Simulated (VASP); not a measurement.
# AlNi (P4/mmm) in VASP: further runs

Runs on AlNi. Level: PBE. Tasks: single point.

All numbers are computed with VASP 6.6.1; they aren't measurements. Logs are shortened: lines on timing, memory, paths and dates and some standing lists are left out, and cuts for length are marked.

## 1. The cell of the first run

Symmetry: P4/mmm, No. 123, tetragonal system. Conventional cell: a = 2.937 Å, b = 2.937 Å, c = 3.132 Å, α = 90.00°, β = 90.00°, γ = 90.00°. Within 3.4 Å of Al (site symmetry 4/mmm) lie 8 Ni at 2.60 Å and 6 Al at 2.94 to 3.13 Å. Ni (site symmetry 4/mmm) has 8 Al at 2.60 Å and 6 Ni at 2.94 to 3.13 Å within 3.4 Å.

## 2. Single point, PBE

INCAR reads:

```
SYSTEM = AlNi
  ALGO = Fast
  EDIFF = 1E-7
  ENCUT = 520
  GGA = PE
  ISIF = 2
  ISMEAR = 0
  LASPH = .True.
  LCHARG = .True.
  LELF = .True.
  LREAL = .False.
  LVHAR = .True.
  LWAVE = .False.
  NBANDS = 14
  NELM = 100
  PREC = Accurate
  SIGMA = 0.15
```

KPOINTS reads:

```
k-points
0
Gamma
  16 16 16
  0 0 0
```

POSCAR reads:

```
AlNi
1.0
    2.0766483773     -2.0766140125      0.0000000000
    2.0766483773      2.0766140125      0.0000000000
    0.0000000000      0.0000000000      3.1325000000
Al Ni
1 1
Direct
    0.0000000000      0.0000000000      0.0000000000
    0.5000000000      0.5000000000      0.5000000000
```

Potentials or basis: VASP PAW PBE potentials, release 64 (Al, Ni).

Started as:

```
$ cat potpaw_PBE.64/Al/POTCAR potpaw_PBE.64/Ni/POTCAR > POTCAR
$ mpirun -np 1 vasp_std > vasp.out
```

OUTCAR:

```text
SYSTEM = AlNi
   EDIFF = 1E-7
   ENCUT = 520
   GGA = PE
   ISIF = 2
   ISMEAR = 0
   LASPH = .True.
   LREAL = .False.
   NELM = 100
   PREC = Accurate

 ion  position               nearest neighbor table
   1  0.000  0.000  0.000-   2 2.60   2 2.60   2 2.60   2 2.60   2 2.60   2 2.60   2 2.60   2 2.60

   2  0.500  0.500  0.500-   1 2.60   1 2.60   1 2.60   1 2.60   1 2.60   1 2.60   1 2.60   1 2.60

  LATTYP: Found a base centered orthorhombic cell.
 ALAT       =     4.1532280250
 B/A-ratio  =     1.0000165485
 C/A-ratio  =     0.7542326068

  Lattice vectors:

 A1 = (  -2.0766483773,  -2.0766140125,   0.0000000000)
 A2 = (   2.0766483773,  -2.0766140125,   0.0000000000)
 A3 = (   0.0000000000,   0.0000000000,   3.1325000000)

Analysis of symmetry for initial positions (statically):
=====================================================================
 Subroutine PRICEL returns:
 Original cell was already a primitive cell.

 Routine SETGRP: Setting up the symmetry group for a
 base centered orthorhombic supercell.

 Subroutine GETGRP returns: Found  8 space group operations
 (whereof  8 operations were pure point group operations)
 out of a pool of  8 trial point group operations.

The static configuration has the point symmetry D_2h.

Analysis of symmetry for dynamics (positions and initial velocities):
=====================================================================
 Subroutine PRICEL returns:
 Original cell was already a primitive cell.

 Routine SETGRP: Setting up the symmetry group for a
 base centered orthorhombic supercell.

 Subroutine GETGRP returns: Found  8 space group operations
 (whereof  8 operations were pure point group operations)
 out of a pool of  8 trial point group operations.

The dynamic configuration has the point symmetry D_2h.

 Subroutine INISYM returns: Found  8 space group operations
 (whereof  8 operations are pure point group operations),
 and found     1 'primitive' translations

----------------------------------------------------------------------------------------

                                     Primitive cell

  volume of cell :      27.0172

  direct lattice vectors                    reciprocal lattice vectors
     2.076648377 -2.076614012  0.000000000     0.240772586 -0.240776570  0.000000000
     2.076648377  2.076614012  0.000000000     0.240772586  0.240776570  0.000000000
     0.000000000  0.000000000  3.132500000     0.000000000  0.000000000  0.319233839

  length of vectors
     2.936800000  2.936800000  3.132500000     0.340506674  0.340506674  0.319233839
[... 94 lines left out ...]
   EMIN   =  10.00;   EMAX   =-10.00  energy-range for DOS
   EFERMI =   0.00;   METHOD = LEGACY
   ISMEAR =     0;   SIGMA  =   0.15  broadening in eV -4-tet -1-fermi 0-gaus
   EFERMI_NEDOS =   21; number of points for ismear=-14 and -15
   IALGO  =     68    algorithm
   IMIX   =      4    mixing-type and parameters
     AMIX     =   0.40;   BMIX     =  1.00
     AMIX_MAG =   1.60;   BMIX_MAG =  1.00
  volume/ion in A,a.u.               =      13.51        91.16
  Fermi-wavevector in a.u.,A,eV,Ry     =   1.282850  2.424236 22.391177  1.645705
  Thomas-Fermi vector in A             =   2.415138
   LORBIT       =      0    0 simple, 1 ext, 2 COOP (PROOUT), +10 PAW based schemes
   GGA     = PE    functional components
   LHFCALC =     F    Hartree Fock is set to
   AEXX    =    0.0000 exact exchange contribution
   IVDW    =     0    specifies the selected vdW correction
   LEPSILON=     F    determine dielectric tensor
   LRPA    =     F    only Hartree local field effects (RPA)
 non-spin polarized calculation
 RMM-DIIS sequential band-by-band and
 Gauss-broadening in eV      SIGMA  =   0.15
  energy-cutoff  :      520.00
  volume of cell :       27.02
 maximum number of plane-waves:       756
 NGX is ok and might be reduce to    24
   NGX = 11   NGY = 11   NGZ = 11

 number of electron      12.9999998 magnetization

 Free energy of the ion-electron system (eV)
  ---------------------------------------------------
  ext. energy  EPLUGINS =         0.00000000
  ---------------------------------------------------
  free energy    TOTEN  =       -10.40173769 eV

  energy without entropy =      -10.39073640  energy(sigma->0) =      -10.39623705

 E-fermi :   8.5024     XC(G=0): -11.4751

 val. band max:        8.4990198923   @ k =   0.3750   0.1875   0.1250
 cond. band min:       8.5081882445   @ k =   0.2500   0.0000   0.3125
 fundamental gap:      0.0091683522
 Fermi energy:         8.5023934933

 k-point     1 :       0.0000    0.0000    0.0000
  band No.  band energies     occupation
      1      -1.7822      2.00000
      2       5.7768      2.00000
      3       5.8334      2.00000
      4       7.1523      2.00000
      5       7.1523      2.00000
      6       7.2927      2.00000
      7      12.1753      0.00000
      8      14.2219      0.00000
      9      14.2220      0.00000
     10      15.7621      0.00000
     11      16.4927      0.00000
     12      20.4095      0.00000
     13      27.6499      0.00000
     14      27.6501      0.00000
[... 377 lines left out ...]
      1      -1.6445      2.00000
      2       5.8030      2.00000
      3       5.8393      2.00000
      4       7.1059      2.00000
      5       7.1322      2.00000
      6       7.2395      2.00000
      7      12.3710      0.00000
      8      13.3002      0.00000
      9      13.6597      0.00000
     10      15.9950      0.00000
     11      17.6434      0.00000
     12      21.0511      0.00000
     13      26.6546      0.00000
     14      26.7251      0.00000

 [... further k-points ...]

------------------------ aborting loop because EDIFF is reached ----------------------------------------

  FORCE on cell =-STRESS in cart. coord.  units (eV):
  Direction    XX          YY          ZZ          XY          YZ          ZX
  --------------------------------------------------------------------------------------
  -------------------------------------------------------------------------------------
  Total       -2.1400946     -2.1396811     -2.6128031     -0.0000000      0.0000000      0.0000000
  in kB     -126.9123043   -126.8877821   -154.9449544     -0.0000000      0.0000000      0.0000000
  external PRESSURE =    -136.2483469 kB  Pullay stress =       0.0000000 kB

 VOLUME and BASIS-vectors are now :
 -----------------------------------------------------------------------------
  energy-cutoff  :      520.00
  volume of cell :       27.02
      direct lattice vectors                 reciprocal lattice vectors
     2.076648377 -2.076614012  0.000000000     0.240772586 -0.240776570  0.000000000
     2.076648377  2.076614012  0.000000000     0.240772586  0.240776570  0.000000000
     0.000000000  0.000000000  3.132500000     0.000000000  0.000000000  0.319233839

 POSITION                                       TOTAL-FORCE (eV/Angst)
 -----------------------------------------------------------------------------------
      0.00000      0.00000      0.00000         0.000000      0.000000      0.000000
      2.07665      0.00000      1.56625        -0.000000      0.000000      0.000000
 -----------------------------------------------------------------------------------
    total drift:                                0.000000     -0.000000     -0.000000

  FREE ENERGIE OF THE ION-ELECTRON SYSTEM (eV)
  ---------------------------------------------------
  free  energy   TOTEN  =       -10.4017376889 eV

  energy  without entropy=      -10.3907364016  energy(sigma->0) =      -10.39623705
```

OSZICAR:

```text
N       E                     dE             d eps       ncg     rms          rms(c)
DAV:   1     0.389928060465E+02    0.38993E+02   -0.52680E+03 18644   0.935E+02
DAV:   2    -0.100085433150E+02   -0.49001E+02   -0.44250E+02 19566   0.173E+02
DAV:   3    -0.116834118125E+02   -0.16749E+01   -0.16564E+01 23396   0.358E+01
DAV:   4    -0.117066759331E+02   -0.23264E-01   -0.23257E-01 21896   0.382E+00
DAV:   5    -0.117073910247E+02   -0.71509E-03   -0.71507E-03 23746   0.728E-01    0.112E+01
RMM:   6    -0.142531787278E+02   -0.25458E+01   -0.15549E+01 22170   0.488E+01    0.182E+01
RMM:   7    -0.104289182124E+02    0.38243E+01   -0.45051E+00 20254   0.257E+01    0.984E-01
RMM:   8    -0.104112487332E+02    0.17669E-01   -0.12193E-01 19280   0.334E+00    0.679E-01
RMM:   9    -0.104049420684E+02    0.63067E-02   -0.29974E-02 20373   0.960E-01    0.494E-01
RMM:  10    -0.104017186551E+02    0.32234E-02   -0.52770E-03 22380   0.877E-01    0.851E-02
RMM:  11    -0.104019025180E+02   -0.18386E-03   -0.57412E-04 24138   0.289E-01    0.131E-01
RMM:  12    -0.104017292810E+02    0.17324E-03   -0.37054E-04 23961   0.213E-01    0.215E-02
RMM:  13    -0.104017369927E+02   -0.77116E-05   -0.77416E-05 25072   0.599E-02    0.154E-02
RMM:  14    -0.104017380401E+02   -0.10474E-05   -0.15060E-05 27919   0.258E-02    0.107E-02
RMM:  15    -0.104017376261E+02    0.41394E-06   -0.23579E-06 22091   0.165E-02    0.573E-03
RMM:  16    -0.104017376889E+02   -0.62774E-07   -0.69736E-07 22378   0.521E-03
   1 F= -.10401738E+02 E0= -.10396237E+02  d E =-.110013E-01
```

stdout:

```text
POSCAR found type information on POSCAR AlNi
 POSCAR found :  2 types and       2 ions
 scaLAPACK will be used
 LDA part: xc-table for (Slater+PW92), standard interpolation
 POSCAR, INCAR and KPOINTS ok, starting setup
 FFT: planning ... GRIDC
 FFT: planning ... GRID_SOFT
 FFT: planning ... GRID
 WAVECAR not read
 entering main loop
WARNING in EDDRMM: call to ZHEGV failed, returncode =   8  4     14
WARNING in EDDRMM: call to ZHEGV failed, returncode =   6  3     13
WARNING in EDDRMM: call to ZHEGV failed, returncode =   8  4     14
```

Run time: 2.2 min. Hardware: 1 thread of Intel Xeon 6975P-C, shared host; peak memory 0.36 GiB.

What came out:

```
Free energy            : -10.4017 eV
Pressure               : -13.6 GPa
Band gap on the k mesh : zero (an odd number of electrons rules out a gap without spin polarisation)
```

Caveat: the cell stands under tension.

## 3. Single point, PBE

This run uses another cell than the first one, of 13.61 Å³/atom.

INCAR reads:

```
ALGO = Fast
EDIFF = 1E-6
ENCUT = 520
GGA = PE
ISIF = 2
ISMEAR = 0
LASPH = T
LCHARG = F
LREAL = F
LWAVE = F
NBANDS = 14
NELM = 100
PREC = Accurate
SIGMA = 0.15
```

KPOINTS reads:

```
k-points
0
Gamma
  16 16 16
```

POSCAR reads:

```
AlNi
1.0
    2.1107312062     -2.1106962774      0.0000000000
    2.1107312062      2.1106962774      0.0000000000
    0.0000000000      0.0000000000      3.0551000000
Al Ni
1 1
Direct
    0.0000000000      0.0000000000      0.0000000000
    0.5000000000      0.5000000000      0.5000000000
```

Potentials or basis: VASP PAW PBE potentials, release 64 (Al, Ni).

Started as:

```
$ cat potpaw_PBE.64/Al/POTCAR potpaw_PBE.64/Ni/POTCAR > POTCAR
$ mpirun -np 1 vasp_std > vasp.out
```

It took 2.1 min on 1 thread of Intel Xeon 6975P-C, shared host; peak memory 0.36 GiB.

Results (log left out):

* Free energy: -10.3930 eV
* Pressure: -14.4 GPa
* Band gap on the k mesh: zero (an odd number of electrons rules out a gap without spin polarisation)

Stress tensor (GPa, compression positive):
```
-14.06   0.00   0.00
  0.00 -14.06   0.00
  0.00   0.00 -15.10
```

Levels at points of the mesh, in eV from the Fermi level:
| k point | band 3 | band 4 | band 5 | band 6 | band 7 | band 8 | band 9 | band 10 | band 11 | band 12 |
| --- | --- | --- | --- | --- | --- | --- | --- | --- | --- | --- |
| (0.00, 0.00, 0.00) | -2.65 | -1.32 | -1.32 | -1.26 | 4.48 | 5.23 | 5.23 | 7.59 | 7.81 | 11.58 |
| (0.50, 0.00, 0.00) | -2.27 | -1.97 | -1.85 | -1.24 | -0.53 | 8.08 | 8.96 | 9.33 | 9.67 | 9.94 |
| (0.50, 0.50, 0.00) | -2.45 | -2.45 | -1.78 | -1.78 | -0.83 | 1.40 | 2.00 | 10.57 | 13.84 | 13.84 |
| (0.00, 0.00, 0.50) | -2.30 | -1.86 | -1.86 | -1.20 | -0.67 | 8.10 | 9.58 | 9.58 | 9.73 | 9.73 |
| (0.50, 0.00, 0.50) | -2.64 | -2.52 | -1.71 | -1.69 | -0.88 | 1.20 | 1.83 | 11.07 | 14.19 | 14.39 |
| (0.50, 0.50, 0.50) | -3.49 | -0.86 | -0.81 | 2.09 | 2.12 | 2.12 | 2.60 | 3.84 | 3.84 | 4.07 |

Caveat: the cell stands under tension.
